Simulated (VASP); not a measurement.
# KCl (Fm-3m) in VASP: notebook, part 2 of 2

VASP 6.6.1. Earlier steps stand in the parts before.

**5. Relaxation of cell and atoms, LDA**

The input, INCAR:

```
SYSTEM = KCl
ALGO = Normal
EDIFF = 1E-7
EDIFFG = -0.002
ENCUT = 500
GGA = CA
GGA_COMPAT = .FALSE.
IBRION = 2
ISIF = 3
ISMEAR = 0
LASPH = .TRUE.
LCHARG = .FALSE.
LREAL = .FALSE.
LWAVE = .FALSE.
NELM = 120
NELMIN = 4
NSW = 100
PREC = Accurate
SIGMA = 0.02
```

The input, KPOINTS:

```
k-points
0
G
  6 6 6
  0 0 0
```

The input, POSCAR:

```
KCl
1.0
    0.0000000000      3.0382222732      3.0382222732
    3.0382222732      0.0000000000      3.0382222732
    3.0382222732      3.0382222732      0.0000000000
K Cl
1 1
Direct
    0.0000000000      0.0000000000      0.0000000000
    0.5000000000      0.5000000000      0.5000000000
```

Potentials or basis: VASP PAW LDA potentials, release 64 (K_sv, Cl).

The run is started by

```
$ cat potpaw_LDA.64/K_sv/POTCAR potpaw_LDA.64/Cl/POTCAR > POTCAR
$ mpirun -np 1 vasp_std > vasp.out
```

OUTCAR:

```text
SYSTEM = KCl
   EDIFF = 1E-7
   EDIFFG = -0.002
   ENCUT = 500
   GGA = CA
   IBRION = 2
   ISIF = 3
   ISMEAR = 0
   LASPH = .TRUE.
   LREAL = .FALSE.
   NELM = 120
   NELMIN = 4
   NSW = 100
   PREC = Accurate

 ion  position               nearest neighbor table
   1  0.000  0.000  0.000-   2 3.04   2 3.04   2 3.04   2 3.04   2 3.04   2 3.04
   2  0.500  0.500  0.500-   1 3.04   1 3.04   1 3.04   1 3.04   1 3.04   1 3.04

  LATTYP: Found a face centered cubic cell.
 ALAT       =     6.0764445464

  Lattice vectors:

 A1 = (   0.0000000000,   3.0382222732,   3.0382222732)
 A2 = (   3.0382222732,   0.0000000000,   3.0382222732)
[... 175 lines left out ...]
  -------------------------------------------------------------------------------------
  Total        0.0268492      0.0268492      0.0268492     -0.0000000     -0.0000000      0.0000000
  in kB        0.7669269      0.7669269      0.7669269     -0.0000000     -0.0000000      0.0000000
  external PRESSURE =       0.7669269 kB  Pullay stress =       0.0000000 kB
[... 59 lines left out ...]
--------------------------------------- Ionic step        3  -------------------------------------------

 number of electron      16.0000000 magnetization

 Free energy of the ion-electron system (eV)
  ---------------------------------------------------
  ext. energy  EPLUGINS =         0.00000000
  ---------------------------------------------------
  free energy    TOTEN  =        -7.40761025 eV

  energy without entropy =       -7.40761025  energy(sigma->0) =       -7.40761025

 E-fermi :  -1.5152     XC(G=0):  -8.5407

 val. band max:       -1.6354253600   @ k =   0.0000   0.0000   0.0000
 cond. band min:       3.4696390949   @ k =   0.0000   0.0000   0.0000
 fundamental gap:      5.1050644549
 Fermi energy:        -1.5152373016

 k-point     1 :       0.0000    0.0000    0.0000
  band No.  band energies     occupation
      1     -28.2446      2.00000
      2     -13.7914      2.00000
      3     -11.9445      2.00000
      4     -11.9445      2.00000
      5     -11.9445      2.00000
      6      -1.6354      2.00000
      7      -1.6354      2.00000
      8      -1.6354      2.00000
      9       3.4696      0.00000
     10       6.4745      0.00000
     11       6.4745      0.00000
     12       6.4745      0.00000
[... 252 lines left out ...]
  FREE ENERGIE OF THE ION-ELECTRON SYSTEM (eV)
  ---------------------------------------------------
  free  energy   TOTEN  =        -7.4076102492 eV

  energy  without entropy=       -7.4076102492  energy(sigma->0) =       -7.40761025

 reached required accuracy - stopping structural energy minimisation
```

OSZICAR:

```text
N       E                     dE             d eps       ncg     rms          rms(c)
DAV:   1     0.109554682647E+03    0.10955E+03   -0.72420E+03   384   0.118E+03
DAV:   2    -0.100725263943E+01   -0.11056E+03   -0.10203E+03   484   0.291E+02
DAV:   3    -0.746321765763E+01   -0.64560E+01   -0.64262E+01   488   0.632E+01
[... 21 lines left out ...]
DAV:   2    -0.740762198426E+01    0.57138E-04   -0.14472E-04   464   0.115E-01    0.202E-02
DAV:   3    -0.740761007234E+01    0.11912E-04   -0.35394E-05   656   0.554E-02    0.164E-02
DAV:   4    -0.740761012039E+01   -0.48052E-07   -0.21019E-06   680   0.807E-03    0.778E-03
DAV:   5    -0.740761026218E+01   -0.14179E-06   -0.95558E-07   660   0.491E-03    0.111E-03
DAV:   6    -0.740761024918E+01    0.13000E-07   -0.23789E-08   312   0.173E-03
   3 F= -.74076102E+01 E0= -.74076102E+01  d E =-.429712E-04
```

It took 35 s on 1 thread of Intel Xeon 8259CL, shared host; peak memory 0.16 GiB.

What came out:

```yaml
Free_energy: -7.4076 eV
Relaxed_volume: 28.12 Å³/atom
Relaxed_cell: a = 4.301 Å, b = 4.301 Å, c = 4.301 Å, α = 60.00°, β = 60.00°, γ = 60.00°
Space_group_after_relaxing_to_0.1_Å: Fm-3m (No. 225)
Energy_gained_by_relaxing: 0.0 meV/atom
Ionic_steps: 3
Pressure_after_relaxing: 0.0 GPa
Band_gap_on_the_k_mesh: 5.11 eV
```

Final structure:
```
K Cl
1.0
     0.00000    3.04099    3.04099
     3.04099    0.00000    3.04099
     3.04099    3.04099    0.00000
K Cl
1 1
Direct
  0.00000 0.00000 0.00000
  0.50000 0.50000 0.50000
```

**6. Relaxation of cell and atoms, LDA**

This run uses another cell than the first one, of 31.01 Å³/atom.

The input, INCAR:

```
SYSTEM = KCl
PREC     = Accurate       ! precision mode
ENCUT    = 500            ! plane-wave cutoff, eV
EDIFF    = 1E-7           ! SCF threshold, eV
ISMEAR   = 0              ! smearing method
SIGMA    = 0.02           ! smearing width, eV
LREAL    = .False.        ! projectors in reciprocal space
LASPH    = .True.         ! aspherical terms in the spheres
NELM     = 120            ! most SCF steps
ALGO     = Normal         ! electronic algorithm
ISIF     = 3              ! what is computed and relaxed
LWAVE    = .False.        ! write WAVECAR
LCHARG   = .False.        ! write CHGCAR
IBRION   = 2              ! ionic algorithm
NSW      = 100            ! ionic steps
EDIFFG   = -0.002         ! ionic threshold
GGA_COMPAT= .False.      
NELMIN   = 4
```

The input, KPOINTS:

```
Automatic mesh
0
Gamma
  6 6 6
  0 0 0
```

The input, POSCAR:

```
KCl
1.0
    0.0000000000      3.1418713000      3.1418713000
    3.1418713000      0.0000000000      3.1418713000
    3.1418713000      3.1418713000      0.0000000000
K Cl
1 1
Direct
    0.0000000000      0.0000000000      0.0000000000
    0.5000000000      0.5000000000      0.5000000000
```

Potentials or basis: VASP PAW LDA potentials, release 64 (K_sv, Cl).

The run is started by

```
$ cat potpaw_LDA.64/K_sv/POTCAR potpaw_LDA.64/Cl/POTCAR > POTCAR
$ mpirun -np 1 vasp_std > vasp.out
```

OUTCAR:

```text
SYSTEM = KCl
   PREC = Accurate
   ENCUT = 500
   EDIFF = 1E-7
   ISMEAR = 0
   LREAL = .False.
   LASPH = .True.
   NELM = 120
   ISIF = 3
   IBRION = 2
   NSW = 100
   EDIFFG = -0.002
   NELMIN = 4

 ion  position               nearest neighbor table
   1  0.000  0.000  0.000-   2 3.14   2 3.14   2 3.14   2 3.14   2 3.14   2 3.14
   2  0.500  0.500  0.500-   1 3.14   1 3.14   1 3.14   1 3.14   1 3.14   1 3.14

  LATTYP: Found a face centered cubic cell.
 ALAT       =     6.2837426000

  Lattice vectors:

 A1 = (   0.0000000000,   3.1418713000,   3.1418713000)
 A2 = (   3.1418713000,   0.0000000000,   3.1418713000)
 A3 = (   3.1418713000,   3.1418713000,   0.0000000000)

Analysis of symmetry for initial positions (statically):
=====================================================================
 Subroutine PRICEL returns:
 Original cell was already a primitive cell.

 Routine SETGRP: Setting up the symmetry group for a
 face centered cubic supercell.

 Subroutine GETGRP returns: Found 48 space group operations
 (whereof 48 operations were pure point group operations)
 out of a pool of 48 trial point group operations.

The static configuration has the point symmetry O_h .

Analysis of symmetry for dynamics (positions and initial velocities):
=====================================================================
 Subroutine PRICEL returns:
 Original cell was already a primitive cell.

 Routine SETGRP: Setting up the symmetry group for a
 face centered cubic supercell.

 Subroutine GETGRP returns: Found 48 space group operations
 (whereof 48 operations were pure point group operations)
 out of a pool of 48 trial point group operations.

The dynamic configuration has the point symmetry O_h .

 Subroutine INISYM returns: Found 48 space group operations
 (whereof 48 operations are pure point group operations),
 and found     1 'primitive' translations

[... 96 lines left out ...]
   NELECT =      16.0000    total number of electrons
   NUPDOWN=      -1.0000    fix difference up-down
   EMIN   =  10.00;   EMAX   =-10.00  energy-range for DOS
   EFERMI =   0.00;   METHOD = LEGACY
   ISMEAR =     0;   SIGMA  =   0.02  broadening in eV -4-tet -1-fermi 0-gaus
   EFERMI_NEDOS =   21; number of points for ismear=-14 and -15
   IALGO  =     38    algorithm
   IMIX   =      4    mixing-type and parameters
     AMIX     =   0.40;   BMIX     =  1.00
     AMIX_MAG =   1.60;   BMIX_MAG =  1.00
  volume/ion in A,a.u.               =      31.01       209.30
  Fermi-wavevector in a.u.,A,eV,Ry     =   1.042117  1.969315 14.776031  1.086008
  Thomas-Fermi vector in A             =   2.176768
   LORBIT       =      0    0 simple, 1 ext, 2 COOP (PROOUT), +10 PAW based schemes
   GGA     = CA    functional components
   LHFCALC =     F    Hartree Fock is set to
   AEXX    =    0.0000 exact exchange contribution
   IVDW    =     0    specifies the selected vdW correction
   LEPSILON=     F    determine dielectric tensor
   LRPA    =     F    only Hartree local field effects (RPA)
 conjugate gradient relaxation of ions
 non-spin polarized calculation
 Gauss-broadening in eV      SIGMA  =   0.02
  energy-cutoff  :      500.00
  volume of cell :       62.03
 maximum number of plane-waves:      1591
   NGX = 17   NGY = 17   NGZ = 17

--------------------------------------- Ionic step        1  -------------------------------------------

 number of electron      16.0000002 magnetization

 Free energy of the ion-electron system (eV)
  ---------------------------------------------------
  ext. energy  EPLUGINS =         0.00000000
  ---------------------------------------------------
  free energy    TOTEN  =        -7.37279625 eV

  energy without entropy =       -7.37279625  energy(sigma->0) =       -7.37279625

------------------------ aborting loop because EDIFF is reached ----------------------------------------

  FORCE on cell =-STRESS in cart. coord.  units (eV):
  Direction    XX          YY          ZZ          XY          YZ          ZX
  --------------------------------------------------------------------------------------
  -------------------------------------------------------------------------------------
  Total       -0.7221828     -0.7221828     -0.7221828     -0.0000000      0.0000000     -0.0000000
  in kB      -18.6535947    -18.6535947    -18.6535947     -0.0000000      0.0000000     -0.0000000
  external PRESSURE =     -18.6535947 kB  Pullay stress =       0.0000000 kB
[... 95 lines left out ...]
--------------------------------------- Ionic step        4  -------------------------------------------

 number of electron      16.0000000 magnetization

 Free energy of the ion-electron system (eV)
  ---------------------------------------------------
  ext. energy  EPLUGINS =         0.00000000
  ---------------------------------------------------
  free energy    TOTEN  =        -7.40948793 eV

  energy without entropy =       -7.40948793  energy(sigma->0) =       -7.40948793

 E-fermi :  -1.5269     XC(G=0):  -8.5367

 val. band max:       -1.6399405022   @ k =   0.0000   0.0000   0.0000
 cond. band min:       3.4620337740   @ k =   0.0000   0.0000   0.0000
 fundamental gap:      5.1019742762
 Fermi energy:        -1.5268964815

 k-point     1 :       0.0000    0.0000    0.0000
  band No.  band energies     occupation
      1     -28.2506      2.00000
      2     -13.7943      2.00000
      3     -11.9508      2.00000
      4     -11.9508      2.00000
      5     -11.9508      2.00000
      6      -1.6399      2.00000
      7      -1.6399      2.00000
      8      -1.6399      2.00000
      9       3.4620      0.00000
     10       6.4701      0.00000
     11       6.4701      0.00000
     12       6.4701      0.00000
[... 252 lines left out ...]
  FREE ENERGIE OF THE ION-ELECTRON SYSTEM (eV)
  ---------------------------------------------------
  free  energy   TOTEN  =        -7.4094879255 eV

  energy  without entropy=       -7.4094879255  energy(sigma->0) =       -7.40948793

 reached required accuracy - stopping structural energy minimisation
```

Wall time 66 s (1 thread of Intel Xeon 8259CL, shared host); peak memory 0.16 GiB.

Results:

```yaml
Free_energy: -7.4095 eV
Relaxed_volume: 28.15 Å³/atom
Relaxed_cell: a = 4.302 Å, b = 4.302 Å, c = 4.302 Å, α = 60.00°, β = 60.00°, γ = 60.00°
Space_group_after_relaxing_to_0.1_Å: Fm-3m (No. 225)
Energy_gained_by_relaxing: 18.3 meV/atom
Ionic_steps: 4
Pressure_after_relaxing: 0.0 GPa
Band_gap_on_the_k_mesh: 5.10 eV
```

The path:
```
step  energy change (eV)  largest force (eV/Å)  pressure (GPa)  volume (Å³)
   1              0.0000                0.0000           -1.87        62.03
   2             -0.0287                0.0000           -0.97        58.84
   3             -0.0366                0.0000           -0.09        56.51
   4             -0.0367                0.0000            0.00        56.30
```

Final structure:
```
CELL_PARAMETERS angstrom
0.00000 3.04193 3.04193
3.04193 0.00000 3.04193
3.04193 3.04193 0.00000
ATOMIC_POSITIONS crystal
K 0.00000 0.00000 0.00000
Cl 0.50000 0.50000 0.50000
```

Levels at points of the mesh, in eV from the valence-band top:
```
           k point  band 5  band 6  band 7  band 8  band 9  band 10  band 11  band 12
(0.00, 0.00, 0.00)  -10.31    0.00    0.00    0.00    5.10     8.11     8.11     8.11
(0.50, 0.00, 0.00)   -9.99   -1.33   -0.44   -0.44    7.47     8.64    10.60    10.60
(0.50, 0.50, 0.00)  -10.40   -0.76   -0.25   -0.25    6.05     8.44    10.23    10.25
```

**7. The runs side by side**

```csv
task,cell,smearing,gap on the mesh (eV),pressure (GPa),relaxed volume (Å³/atom)
single point,"a = 4.297 Å, angles 60.0°, 2 atoms",gaussian 0.02 eV,5.12,0.1,-
single point,"a = 4.443 Å, angles 60.0°, 2 atoms",gaussian 0.1 eV,4.76,-1.9,-
relaxation of cell and atoms,"relaxed from a = 4.297 Å, angles 60.0°, 2 atoms",gaussian 0.02 eV,5.11,0.0,28.12
relaxation of cell and atoms,"relaxed from a = 4.443 Å, angles 60.0°, 2 atoms",gaussian 0.02 eV,5.10,0.0,28.15
```

Alike in all rows: level LDA; potentials or basis VASP PAW LDA potentials, release 64 (K_sv, Cl); no spin polarisation; k mesh 6 × 6 × 6; cutoff (eV) 500.

Total energies depend on the potentials used, so only differences within one code and one set of settings carry meaning.
